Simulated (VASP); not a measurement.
Here is a VASP 6.6.1 calculation.

Contents of INCAR:

```
SYSTEM = Cs
PREC = Accurate ; ENCUT = 600
EDIFF = 1E-6 ; ISMEAR = -1
SIGMA = 0.05 ; LREAL = .False.
LASPH = .True. ; NELM = 100
ALGO = Normal ; ISIF = 3
LWAVE = .False. ; LCHARG = .False.
GGA = PE ; IBRION = 2
NSW = 100 ; EDIFFG = -0.005
```

The input KPOINTS:

```
regular mesh
0
Gamma
  11 11 11
  0 0 0
```

POSCAR

```
Cs
1.0
    3.2195088072      0.0000000000      0.0000000000
    0.0000000000      3.2195088072      0.0000000000
    0.0000000000      0.0000000000      3.2195088072
Cs
1
Direct
    0.0000000000      0.0000000000      0.0000000000
```

Potentials or basis: VASP PAW PBE potentials, release 64 (Cs_sv).

Command:

```bash
$ cat potpaw_PBE.64/Cs_sv/POTCAR > POTCAR
$ mpirun -np 1 vasp_std > vasp.out
```

Q: Predict the relaxed volume.

A: 126.21 Å³/atom.

Q: Predict the relaxed cell.

A: a = 5.016 Å, b = 5.016 Å, c = 5.016 Å, α = 90.00°, β = 90.00°, γ = 90.00°.

Q: Estimate the space group after relaxing (to 0.1 Å).

A: Pm-3m (No. 221).

Q: What does it give for the band gap on the k mesh?

A: Zero (an odd number of electrons rules out a gap without spin polarisation).

The path:
```csv
step,energy change (eV),largest force (eV/Å),pressure (GPa),volume (Å³)
1,0.0000,0.0000,14.35,33.37
2,-0.7330,0.0000,3.96,49.99
3,-1.0076,0.0000,2.26,64.50
4,-1.2908,0.0000,0.51,101.42
5,-1.1336,0.0000,-0.64,212.73
6,-1.3255,0.0000,-0.01,126.82
7,-1.3253,0.0000,0.03,124.10
8,-1.3253,0.0000,0.03,124.11
9,-1.3253,0.0000,0.04,124.12
10,-1.3253,0.0000,0.03,124.12
11,-1.3253,0.0000,0.03,124.12
12,-1.3253,0.0000,0.03,124.12
13,-1.3253,0.0000,0.03,124.12
14,-1.3253,0.0000,0.03,124.12
15,-1.3253,0.0000,0.03,124.13
16,-1.3253,0.0000,0.03,124.13
17,-1.3253,0.0000,0.04,124.14
18,-1.3253,0.0000,0.04,124.15
19,-1.3253,0.0000,0.03,124.19
20,-1.3253,0.0000,0.03,124.25
21,-1.3254,0.0000,0.03,124.38
22,-1.3254,0.0000,0.02,124.64
23,-1.3255,0.0000,0.02,125.16
24,-1.3255,0.0000,0.00,126.21
```

Caveat: the volume moved by over 15 % at a fixed basis, so the end points are rough; spin-orbit coupling is left out, which moves the levels of the heavy elements.
